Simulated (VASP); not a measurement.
# Si (Fd-3m) in VASP: single point with PBEsol

Aim: the single point of Si with PBEsol.

All numbers are computed with VASP 6.6.1; they aren't measurements. Logs are shortened: lines on timing, memory, paths and dates and some standing lists are left out, and cuts for length are marked.

## (1) The cell of the first run

Symmetry: Fd-3m, No. 227, cubic system. The conventional cell has a = 5.433 Å, b = 5.433 Å, c = 5.433 Å, α = 90.00°, β = 90.00°, γ = 90.00°. Within 3.1 Å of Si (site symmetry -43m) lie 4 Si at 2.35 Å.

## (2) Single point, PBEsol

Contents of INCAR:

```
SYSTEM = Si
PREC     = Accurate       ! precision mode
ENCUT    = 500            ! plane-wave cutoff, eV
EDIFF    = 1E-6           ! SCF threshold, eV
ISMEAR   = 0              ! smearing method
SIGMA    = 0.05           ! smearing width, eV
LREAL    = .False.        ! projectors in reciprocal space
LASPH    = .True.         ! aspherical terms in the spheres
NELM     = 120            ! most SCF steps
ALGO     = Normal         ! electronic algorithm
ISIF     = 2              ! what is computed and relaxed
LWAVE    = .False.        ! write WAVECAR
LCHARG   = .True.         ! write CHGCAR
GGA      = PS             ! functional
LELF     = .True.         ! ELF
LVHAR    = .True.       
NBANDS   = 36             ! bands
GGA_COMPAT= .False.
```

Contents of KPOINTS:

```
regular mesh
0
Gamma
  6 9 3
  0 0 0
```

Contents of POSCAR:

```
Si
1.0
    5.4328540087      0.0000000000      0.0000000000
    0.0000000000      2.7164270044     -2.7164270044
    0.0000000000      8.1492810131      8.1492810131
Si
12
Direct
    0.5000000000      0.0000000000      0.3333333333
    0.0000000000      0.5000000000      0.5000000000
    0.5000000000      0.0000000000      0.6666666667
    0.0000000000      0.5000000000      0.8333333333
    0.5000000000      0.0000000000      0.0000000000
    0.0000000000      0.5000000000      0.1666666667
    0.7500000000      0.0000000000      0.5000000000
    0.2500000000      0.5000000000      0.6666666667
    0.7500000000      0.0000000000      0.8333333333
    0.2500000000      0.5000000000      1.0000000000
    0.7500000000      0.0000000000      0.1666666667
    0.2500000000      0.5000000000      0.3333333333
```

Potentials or basis: VASP PAW PBE potentials, release 64 (Si).

The run is started by

```
$ cat potpaw_PBE.64/Si/POTCAR > POTCAR
$ mpirun -np 1 vasp_std > vasp.out
```

OUTCAR:

```text
SYSTEM = Si
   PREC = Accurate
   ENCUT = 500
   EDIFF = 1E-6
   ISMEAR = 0
   LREAL = .False.
   LASPH = .True.
   NELM = 120
   ISIF = 2
   GGA = PS

 ion  position               nearest neighbor table
   1  0.500  0.000  0.333-  11 2.35  12 2.35  12 2.35   7 2.35
   2  0.000  0.500  0.500-   7 2.35   7 2.35  12 2.35   8 2.35
   3  0.500  0.000  0.667-   9 2.35   8 2.35   8 2.35   7 2.35
   4  0.000  0.500  0.833-   8 2.35   9 2.35   9 2.35  10 2.35
   5  0.500  0.000  0.000-  10 2.35  10 2.35  11 2.35   9 2.35
   6  0.000  0.500  0.167-  12 2.35  11 2.35  11 2.35  10 2.35
   7  0.750  0.000  0.500-   2 2.35   2 2.35   3 2.35   1 2.35
   8  0.250  0.500  0.667-   4 2.35   3 2.35   3 2.35   2 2.35
   9  0.750  0.000  0.833-   3 2.35   4 2.35   4 2.35   5 2.35
  10  0.250  0.500  0.000-   5 2.35   5 2.35   6 2.35   4 2.35
  11  0.750  0.000  0.167-   1 2.35   6 2.35   6 2.35   5 2.35
  12  0.250  0.500  0.333-   6 2.35   1 2.35   1 2.35   2 2.35

  LATTYP: Found a simple orthorhombic cell.
 ALAT       =     3.8416079108
 B/A-ratio  =     1.4142135623
 C/A-ratio  =     3.0000000000

  Lattice vectors:

 A1 = (   0.0000000000,  -2.7164270044,   2.7164270044)
 A2 = (   5.4328540087,   0.0000000000,   0.0000000000)
 A3 = (   0.0000000000,   8.1492810131,   8.1492810131)

Analysis of symmetry for initial positions (statically):
=====================================================================
 Subroutine PRICEL returns following result:

  LATTYP: Found a face centered cubic cell.
 ALAT       =     5.4328540082

  Lattice vectors:

 A1 = (   2.7164270043,   2.7164270038,  -0.0000000006)
 A2 = (   0.0000000000,   2.7164270041,   2.7164270041)
 A3 = (   2.7164270043,  -0.0000000006,   2.7164270038)

   6 primitive cells build up your supercell.

 Routine SETGRP: Setting up the symmetry group for a
 simple orthorhombic supercell.

 Subroutine GETGRP returns: Found  8 space group operations
 (whereof  4 operations were pure point group operations)
 out of a pool of  8 trial point group operations.

The static configuration has the point symmetry C_2v.
 The point group associated with its full space group is D_2h.

Analysis of symmetry for dynamics (positions and initial velocities):
=====================================================================
 Subroutine PRICEL returns following result:

  LATTYP: Found a face centered cubic cell.
 ALAT       =     5.4328540082

  Lattice vectors:

 A1 = (   2.7164270043,   2.7164270038,  -0.0000000006)
 A2 = (   0.0000000000,   2.7164270041,   2.7164270041)
 A3 = (   2.7164270043,  -0.0000000006,   2.7164270038)

   6 primitive cells build up your supercell.

 Routine SETGRP: Setting up the symmetry group for a
 simple orthorhombic supercell.

 Subroutine GETGRP returns: Found  8 space group operations
 (whereof  4 operations were pure point group operations)
 out of a pool of  8 trial point group operations.

The dynamic configuration has the point symmetry C_2v.
 The point group associated with its full space group is D_2h.

 Subroutine INISYM returns: Found  8 space group operations
 (whereof  4 operations are pure point group operations),
 and found     6 'primitive' translations

----------------------------------------------------------------------------------------

                                     Primitive cell

  volume of cell :      40.0889

  direct lattice vectors                    reciprocal lattice vectors
     2.716427004  2.716427004 -0.000000001     0.184065318  0.184065318 -0.184065318
     0.000000000  2.716427004  2.716427004    -0.184065318  0.184065318  0.184065318
     2.716427004 -0.000000001  2.716427004     0.184065318 -0.184065318  0.184065318

  length of vectors
     3.841607910  3.841607910  3.841607910     0.318810482  0.318810482  0.318810482

  position of ions in fractional coordinates (direct lattice)
     0.500000000  0.500000000  0.500000000
     0.750000000  0.750000000  0.750000000

  ion indices of the primitive-cell ions
   primitive index   ion index
                 1           1
                 2          11

----------------------------------------------------------------------------------------

 KPOINTS: regular mesh

Automatic generation of k-mesh.
 Grid dimensions read from file:
 generate k-points for:    6    9    3

 Generating k-lattice:

  Cartesian coordinates                     Fractional coordinates (reciprocal lattice)
     0.030677553  0.000000000  0.000000000     0.166666667  0.000000000  0.000000000
     0.000000000  0.020451702 -0.020451702     0.000000000  0.111111111  0.000000000
     0.000000000  0.020451702  0.020451702     0.000000000  0.000000000  0.333333333

  Length of vectors
     0.030677553  0.028923074  0.028923074

  Shift w.r.t. Gamma in fractional coordinates (k-lattice)
     0.000000000  0.000000000  0.000000000

 Subroutine IBZKPT returns following result:
 ===========================================

 Found     40 irreducible k-points:

 Following reciprocal coordinates:
            Coordinates               Weight
  0.000000  0.000000  0.000000      1.000000
  0.166667  0.000000  0.000000      2.000000
  0.333333  0.000000  0.000000      2.000000
  0.500000  0.000000  0.000000      1.000000
  0.000000  0.111111  0.000000      2.000000
  0.166667  0.111111  0.000000      4.000000
[... 16 lines left out ...]
  0.333333  0.000000  0.333333      4.000000
  0.500000  0.000000  0.333333      2.000000
 [... further k-points ...]
   k-points           NKPTS =     40   k-points in BZ     NKDIM =     40   number of bands    NBANDS=     36
   number of dos      NEDOS =    301   number of ions     NIONS =     12
   total plane-waves  NPLWV =  94080
   dimension x,y,z NGX =    40 NGY =   28 NGZ =   84
   dimension x,y,z NGXF=    80 NGYF=   56 NGZF=  168
   ions per type =              12
   NGX,Y,Z   is equivalent  to a cutoff of  12.24, 12.12, 12.12 a.u.
   NGXF,Y,Z  is equivalent  to a cutoff of  24.48, 24.23, 24.23 a.u.
 SYSTEM =  Si
   PREC   = accura    normal or accurate (medium, high low for compatibility)
   ISTART =      0    job   : 0-new  1-cont  2-samecut
   ICHARG =      2    charge: 1-file 2-atom 10-const
   ISPIN  =      1    spin polarized calculation?
   LNONCOLLINEAR =      F non collinear calculations
   LSORBIT =      F    spin-orbit coupling
   LASPH  =      T    aspherical Exc in radial PAW
   ENCUT  =  500.0 eV  36.75 Ry    6.06 a.u.   9.91  7.00 21.01*2*pi/ulx,y,z
   NELM   =    120;   NELMIN=  2; NELMDL= -5     # of ELM steps
   EDIFF  = 0.1E-05   stopping-criterion for ELM
   LREAL  =      F    real-space projection
   EDIFFG = 0.1E-04   stopping-criterion for IOM
   NSW    =      0    number of steps for IOM
   IBRION =     -1    ionic relax: 0-MD 1-quasi-New 2-CG
   NFREE  =      0    steps in history (QN), initial steepest desc. (CG)
   ISIF   =      2    stress and relaxation
   ISYM   =      2    0-nonsym 1-usesym 2-fastsym
   POTIM  = 0.5000    time-step for ionic-motion
   TEBEG  =    0.0;   TEEND  =   0.0 temperature during run
   PSTRESS=    0.0 pullay stress
   NELECT =      48.0000    total number of electrons
   NUPDOWN=      -1.0000    fix difference up-down
   EMIN   =  10.00;   EMAX   =-10.00  energy-range for DOS
   EFERMI =   0.00;   METHOD = LEGACY
   ISMEAR =     0;   SIGMA  =   0.05  broadening in eV -4-tet -1-fermi 0-gaus
   EFERMI_NEDOS =   21; number of points for ismear=-14 and -15
   IALGO  =     38    algorithm
   IMIX   =      4    mixing-type and parameters
     AMIX     =   0.40;   BMIX     =  1.00
     AMIX_MAG =   1.60;   BMIX_MAG =  1.00
  volume/ion in A,a.u.               =      20.04       135.27
  Fermi-wavevector in a.u.,A,eV,Ry     =   0.956673  1.807850 12.452364  0.915223
  Thomas-Fermi vector in A             =   2.085622
   LORBIT       =      0    0 simple, 1 ext, 2 COOP (PROOUT), +10 PAW based schemes
   GGA     = PS    functional components
   LHFCALC =     F    Hartree Fock is set to
   AEXX    =    0.0000 exact exchange contribution
   IVDW    =     0    specifies the selected vdW correction
   LEPSILON=     F    determine dielectric tensor
   LRPA    =     F    only Hartree local field effects (RPA)
 non-spin polarized calculation
 Gauss-broadening in eV      SIGMA  =   0.05
  energy-cutoff  :      500.00
  volume of cell :      240.53
 maximum number of plane-waves:      6134
 NGX is ok and might be reduce to    40
   NGX = 19   NGY = 15   NGZ = 43

 number of electron      47.9999996 magnetization

 Free energy of the ion-electron system (eV)
  ---------------------------------------------------
  ext. energy  EPLUGINS =         0.00000000
  ---------------------------------------------------
  free energy    TOTEN  =       -68.95685369 eV

  energy without entropy =      -68.95685369  energy(sigma->0) =      -68.95685369

 E-fermi :   6.0226     XC(G=0):  -9.5491

 val. band max:        5.7780877915   @ k =   0.0000   0.0000   0.0000
 cond. band min:       6.2364604626   @ k =   0.1667   0.0000   0.0000
 fundamental gap:      0.4583726711
 Fermi energy:         6.0225674441

 k-point     1 :       0.0000    0.0000    0.0000
  band No.  band energies     occupation
      1      -6.2041      2.00000
      2      -5.2516      2.00000
      3      -5.2516      2.00000
      4      -2.9239      2.00000
      5      -2.9239      2.00000
      6      -2.0476      2.00000
[... 28 lines left out ...]
     35       9.2895      0.00000
     36       9.2896      0.00000

 k-point     2 :       0.1667    0.0000    0.0000
  band No.  band energies     occupation
      1      -6.0823      2.00000
      2      -5.1424      2.00000
      3      -5.1424      2.00000
      4      -3.2618      2.00000
      5      -3.1459      2.00000
      6      -3.1459      2.00000
[... 850 lines left out ...]
 k-point    24 :       0.5000    0.0000    0.3333
  band No.  band energies     occupation
      1      -5.0209      2.00000
      2      -5.0209      2.00000
      3      -4.7373      2.00000
      4      -4.7373      2.00000
      5      -3.9257      2.00000
      6      -3.9257      2.00000
[... 28 lines left out ...]
     35       9.2138      0.00000
     36       9.2138      0.00000

 [... further k-points ...]

------------------------ aborting loop because EDIFF is reached ----------------------------------------

  FORCE on cell =-STRESS in cart. coord.  units (eV):
  Direction    XX          YY          ZZ          XY          YZ          ZX
  --------------------------------------------------------------------------------------
  -------------------------------------------------------------------------------------
  Total        0.1941229      0.2356259      0.2356259     -0.0000000     -0.0002682      0.0000000
  in kB        1.2930400      1.5694888      1.5694888     -0.0000000     -0.0017864      0.0000000
  external PRESSURE =       1.4773392 kB  Pullay stress =       0.0000000 kB

 VOLUME and BASIS-vectors are now :
 -----------------------------------------------------------------------------
  energy-cutoff  :      500.00
  volume of cell :      240.53
      direct lattice vectors                 reciprocal lattice vectors
     5.432854009  0.000000000  0.000000000     0.184065318  0.000000000  0.000000000
     0.000000000  2.716427004 -2.716427004     0.000000000  0.184065318 -0.184065318
     0.000000000  8.149281013  8.149281013     0.000000000  0.061355106  0.061355106

 POSITION                                       TOTAL-FORCE (eV/Angst)
 -----------------------------------------------------------------------------------
      2.71643      2.71643      2.71643         0.000013     -0.000000     -0.000000
      0.00000      5.43285      2.71643         0.000013      0.000000     -0.000000
      2.71643      5.43285      5.43285         0.000013     -0.000000      0.000000
      0.00000      8.14928      5.43285         0.000013     -0.000000      0.000000
      2.71643      0.00000      0.00000         0.000013      0.000000     -0.000000
      0.00000      2.71643      0.00000         0.000013      0.000000     -0.000000
      4.07464      4.07464      4.07464        -0.000013     -0.000000     -0.000000
      1.35821      6.79107      4.07464        -0.000013     -0.000000      0.000000
      4.07464      6.79107      6.79107        -0.000013     -0.000000      0.000000
      1.35821      1.35821     -1.35821        -0.000013      0.000000     -0.000000
      4.07464      1.35821      1.35821        -0.000013      0.000000     -0.000000
      1.35821      4.07464      1.35821        -0.000013      0.000000     -0.000000
 -----------------------------------------------------------------------------------
    total drift:                                0.000000     -0.000000     -0.000000

  FREE ENERGIE OF THE ION-ELECTRON SYSTEM (eV)
  ---------------------------------------------------
  free  energy   TOTEN  =       -68.9568536868 eV

  energy  without entropy=      -68.9568536867  energy(sigma->0) =      -68.95685369
```

It took 3.8 min on 1 thread of Intel Xeon Platinum 8259CL at 2.50GHz (Skylake/Cascade Lake), shared host; peak memory 0.4 GiB.

What came out:

- Free energy: -68.9569 eV
- Pressure: 0.1 GPa
- Band gap on the k mesh: 0.46 eV

Caveat: the PAW data sets were made with another functional, which shifts forces and pressure a little; an odd mesh through Γ misses points on the zone boundary, where band edges can lie.
